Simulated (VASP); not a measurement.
Here is a VASP 6.6.1 calculation.

INCAR

```
PREC = Accurate
ENCUT = 520
EDIFF = 1E-6
ISMEAR = 0
SIGMA = 0.15
LREAL = F
LASPH = T
NELM = 60
ALGO = Fast
ISIF = 2
LWAVE = F
LCHARG = F
GGA = CA
NBANDS = 16
```

KPOINTS

```
regular mesh
0
Gamma
  18 18 10
```

Contents of POSCAR:

```
Ir
1.0
    2.5790000000      0.0000000000      0.0000000000
   -1.2895000000      2.2334795163      0.0000000000
    0.0000000000      0.0000000000      4.4593000000
Ir
2
Direct
    0.6666666667      0.3333333333      0.7500000000
    0.3333333333      0.6666666667      0.2500000000
```

Potentials or basis: VASP PAW LDA potentials, release 64 (Ir).

Run with:

```console
$ cat potpaw_LDA.64/Ir/POTCAR > POTCAR
$ mpirun -np 1 vasp_std > vasp.out
```

Predict the band gap on the k mesh.

zero (bands 9 and 10 overlap by 4.39 eV).

Predict the pressure.

44.5 GPa.

Stress tensor (GPa, compression positive):
```
56.71  0.00  0.00
 0.00 56.71  0.00
 0.00  0.00 20.07
```

Caveat: the cell stands under pressure; spin-orbit coupling is left out, which moves the levels of the heavy elements.
